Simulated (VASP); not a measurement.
# SrO (Fm-3m) in VASP: a series of runs

Runs on SrO. Level: PBEsol. Tasks: single point.

Everything below comes from runs of VASP 6.6.1. Logs are shortened: lines on timing, memory, paths and dates and some standing lists are left out, and cuts for length are marked.

### 1 The cell of the first run

The structure is cubic, space group Fm-3m (No. 225). Conventional cell: a = 5.088 Å, b = 5.088 Å, c = 5.088 Å, α = 90.00°, β = 90.00°, γ = 90.00°. Within 3.4 Å of Sr (site symmetry m-3m) lie 6 O at 2.54 Å. Within 3.4 Å of O (site symmetry m-3m) lie 6 Sr at 2.54 Å.

### 2 Single point, PBEsol

File INCAR:

```
ALGO = Normal ; EDIFF = 1E-6
ENCUT = 520 ; GGA = PS
ISIF = 2 ; ISMEAR = 0
LASPH = True ; LCHARG = True
LELF = True ; LREAL = False
LVHAR = True ; LWAVE = False
NBANDS = 15 ; NELM = 60
PREC = Accurate ; SIGMA = 0.01
```

File KPOINTS:

```
k-points
0
Gamma
  8 8 8
```

File POSCAR:

```
SrO
1.0
    0.0000000000      2.5438864622      2.5438864622
    2.5438864622      0.0000000000      2.5438864622
    2.5438864622      2.5438864622      0.0000000000
Sr O
1 1
Direct
    0.5000000000      0.5000000000      0.5000000000
    0.0000000000      0.0000000000      0.0000000000
```

Potentials or basis: VASP PAW PBE potentials, release 64 (Sr_sv, O).

On the command line:

```
cat potpaw_PBE.64/Sr_sv/POTCAR potpaw_PBE.64/O/POTCAR > POTCAR
mpirun -np 1 vasp_std > vasp.out
```

OUTCAR:

```text
EDIFF = 1E-6
   ENCUT = 520
   GGA = PS
   ISIF = 2
   ISMEAR = 0
   LASPH = True
   LREAL = False
   NELM = 60
   PREC = Accurate

 ion  position               nearest neighbor table
   1  0.500  0.500  0.500-   2 2.54   2 2.54   2 2.54   2 2.54   2 2.54   2 2.54
   2  0.000  0.000  0.000-   1 2.54   1 2.54   1 2.54   1 2.54   1 2.54   1 2.54

  LATTYP: Found a face centered cubic cell.
 ALAT       =     5.0877729244

  Lattice vectors:

 A1 = (   0.0000000000,   2.5438864622,   2.5438864622)
 A2 = (   2.5438864622,   0.0000000000,   2.5438864622)
 A3 = (   2.5438864622,   2.5438864622,   0.0000000000)

Analysis of symmetry for initial positions (statically):
=====================================================================
 Subroutine PRICEL returns:
 Original cell was already a primitive cell.

 Routine SETGRP: Setting up the symmetry group for a
 face centered cubic supercell.

 Subroutine GETGRP returns: Found 48 space group operations
 (whereof 48 operations were pure point group operations)
 out of a pool of 48 trial point group operations.

The static configuration has the point symmetry O_h .

Analysis of symmetry for dynamics (positions and initial velocities):
=====================================================================
 Subroutine PRICEL returns:
 Original cell was already a primitive cell.

 Routine SETGRP: Setting up the symmetry group for a
 face centered cubic supercell.

 Subroutine GETGRP returns: Found 48 space group operations
 (whereof 48 operations were pure point group operations)
 out of a pool of 48 trial point group operations.

The dynamic configuration has the point symmetry O_h .

 Subroutine INISYM returns: Found 48 space group operations
 (whereof 48 operations are pure point group operations),
 and found     1 'primitive' translations

----------------------------------------------------------------------------------------

                                     Primitive cell

  volume of cell :      32.9248

  direct lattice vectors                    reciprocal lattice vectors
     0.000000000  2.543886462  2.543886462    -0.196549652  0.196549652  0.196549652
     2.543886462  0.000000000  2.543886462     0.196549652 -0.196549652  0.196549652
     2.543886462  2.543886462  0.000000000     0.196549652  0.196549652 -0.196549652

  length of vectors
     3.597598736  3.597598736  3.597598736     0.340433984  0.340433984  0.340433984

  position of ions in fractional coordinates (direct lattice)
     0.500000000  0.500000000  0.500000000
     0.000000000  0.000000000  0.000000000

  ion indices of the primitive-cell ions
   primitive index   ion index
                 1           1
[... 87 lines left out ...]
   EFERMI =   0.00;   METHOD = LEGACY
   ISMEAR =     0;   SIGMA  =   0.01  broadening in eV -4-tet -1-fermi 0-gaus
   EFERMI_NEDOS =   21; number of points for ismear=-14 and -15
   IALGO  =     38    algorithm
   IMIX   =      4    mixing-type and parameters
     AMIX     =   0.40;   BMIX     =  1.00
     AMIX_MAG =   1.60;   BMIX_MAG =  1.00
  volume/ion in A,a.u.               =      16.46       111.09
  Fermi-wavevector in a.u.,A,eV,Ry     =   1.287085  2.432237 22.539232  1.656587
  Thomas-Fermi vector in A             =   2.419120
   LORBIT       =      0    0 simple, 1 ext, 2 COOP (PROOUT), +10 PAW based schemes
   GGA     = PS    functional components
   LHFCALC =     F    Hartree Fock is set to
   AEXX    =    0.0000 exact exchange contribution
   IVDW    =     0    specifies the selected vdW correction
   LEPSILON=     F    determine dielectric tensor
   LRPA    =     F    only Hartree local field effects (RPA)
 non-spin polarized calculation
 Gauss-broadening in eV      SIGMA  =   0.01
  energy-cutoff  :      520.00
  volume of cell :       32.92
 maximum number of plane-waves:       905
   NGX = 13   NGY = 13   NGZ = 13

 number of electron      15.9999995 magnetization

 Free energy of the ion-electron system (eV)
  ---------------------------------------------------
  ext. energy  EPLUGINS =         0.00000000
  ---------------------------------------------------
  free energy    TOTEN  =       -12.63167011 eV

  energy without entropy =      -12.63167011  energy(sigma->0) =      -12.63167011

 E-fermi :   1.7053     XC(G=0): -10.4307

 val. band max:        1.6415033736   @ k =   0.0000   0.0000   0.0000
 cond. band min:       4.7713053430   @ k =   0.5000   0.5000   0.0000
 fundamental gap:      3.1298019695
 Fermi energy:         1.7053356239

 k-point     1 :       0.0000    0.0000    0.0000
  band No.  band energies     occupation
      1     -30.4887      2.00000
      2     -13.3967      2.00000
      3     -12.1057      2.00000
      4     -12.1057      2.00000
      5     -12.1057      2.00000
      6       1.6415      2.00000
      7       1.6415      2.00000
      8       1.6415      2.00000
      9       5.6919      0.00000
     10       7.8686      0.00000
     11       7.8686      0.00000
     12       7.8686      0.00000
     13      10.1374      0.00000
     14      10.1374      0.00000
[... 401 lines left out ...]
      2     -14.6484      2.00000
      3     -12.5487      2.00000
      4     -12.3684      2.00000
      5     -11.2815      2.00000
      6      -0.0091      2.00000
      7       0.7352      2.00000
      8       0.8295      2.00000
      9       8.0512      0.00000
     10       8.4103      0.00000
     11      11.1862      0.00000
     12      11.3399      0.00000
     13      13.5634      0.00000
     14      14.8583      0.00000
     15      15.2717      0.00000

 [... further k-points ...]

------------------------ aborting loop because EDIFF is reached ----------------------------------------

  FORCE on cell =-STRESS in cart. coord.  units (eV):
  Direction    XX          YY          ZZ          XY          YZ          ZX
  --------------------------------------------------------------------------------------
  -------------------------------------------------------------------------------------
  Total        0.5554414      0.5554414      0.5554414     -0.0000000      0.0000000      0.0000000
  in kB       27.0287328     27.0287328     27.0287328     -0.0000000      0.0000000      0.0000000
  external PRESSURE =      27.0287328 kB  Pullay stress =       0.0000000 kB

 VOLUME and BASIS-vectors are now :
 -----------------------------------------------------------------------------
  energy-cutoff  :      520.00
  volume of cell :       32.92
      direct lattice vectors                 reciprocal lattice vectors
     0.000000000  2.543886462  2.543886462    -0.196549652  0.196549652  0.196549652
     2.543886462  0.000000000  2.543886462     0.196549652 -0.196549652  0.196549652
     2.543886462  2.543886462  0.000000000     0.196549652  0.196549652 -0.196549652

 POSITION                                       TOTAL-FORCE (eV/Angst)
 -----------------------------------------------------------------------------------
      2.54389      2.54389      2.54389        -0.000000     -0.000000      0.000000
      0.00000      0.00000      0.00000         0.000000      0.000000     -0.000000
 -----------------------------------------------------------------------------------
    total drift:                                0.000000      0.000000      0.000000

  FREE ENERGIE OF THE ION-ELECTRON SYSTEM (eV)
  ---------------------------------------------------
  free  energy   TOTEN  =       -12.6316701093 eV

  energy  without entropy=      -12.6316701093  energy(sigma->0) =      -12.63167011
```

It took 14 s on 1 thread of Intel Xeon Platinum 8259CL at 2.50GHz (Skylake/Cascade Lake), shared host; peak memory 0.16 GiB.

Results:

* Free energy: -12.6317 eV
* Pressure: 2.7 GPa
* Band gap on the k mesh: 3.13 eV, indirect (least direct gap 3.19 eV)

Caveat: the PAW data sets were made with another functional, which shifts forces and pressure a little.

### 3 Single point, PBEsol

This run uses another cell than the first one, of 16.16 Å³/atom, 0.982 times its volume.

File INCAR:

```
SYSTEM = SrO
PREC = Accurate
ENCUT = 520
EDIFF = 1E-6
ISMEAR = 0
SIGMA = 0.01
LREAL = .FALSE.
LASPH = .TRUE.
NELM = 100
ALGO = Normal
ISIF = 2
LWAVE = .FALSE.
LCHARG = .TRUE.
GGA = PS
LELF = .TRUE.
LVHAR = .TRUE.
NBANDS = 15
```

File KPOINTS:

```
regular mesh
0
G
  8 8 8
  0 0 0
```

File POSCAR:

```
SrO
1.0
    0.0000000000      2.5281230563      2.5281230563
    2.5281230563      0.0000000000      2.5281230563
    2.5281230563      2.5281230563      0.0000000000
Sr O
1 1
Direct
    0.5000000000      0.5000000000      0.5000000000
    0.0000000000      0.0000000000      0.0000000000
```

Potentials or basis: VASP PAW PBE potentials, release 64 (Sr_sv, O).

On the command line:

```
cat potpaw_PBE.64/Sr_sv/POTCAR potpaw_PBE.64/O/POTCAR > POTCAR
mpirun -np 1 vasp_std > vasp.out
```

Run time: 14 s. Hardware: 1 thread of Intel Xeon Platinum 8259CL at 2.50GHz (Skylake/Cascade Lake), shared host; peak memory 0.16 GiB.

The run converged. Its results:

| Item | Value |
| --- | --- |
| Free energy | -12.6171 eV |
| Pressure | 4.8 GPa |
| Band gap on the k mesh | 3.11 eV, indirect (least direct gap 3.16 eV) |

Levels at points of the mesh, in eV from the valence-band top:
```tsv
k point	band 6	band 7	band 8	band 9	band 10	band 11
(0.00, 0.00, 0.00)	0.00	0.00	0.00	4.19	6.26	6.26
(0.50, 0.00, 0.00)	-2.33	-1.26	-1.26	6.71	8.69	9.14
(0.50, 0.50, 0.00)	-0.34	-0.05	-0.05	3.11	8.15	10.53
```

Caveat: the PAW data sets were made with another functional, which shifts forces and pressure a little.
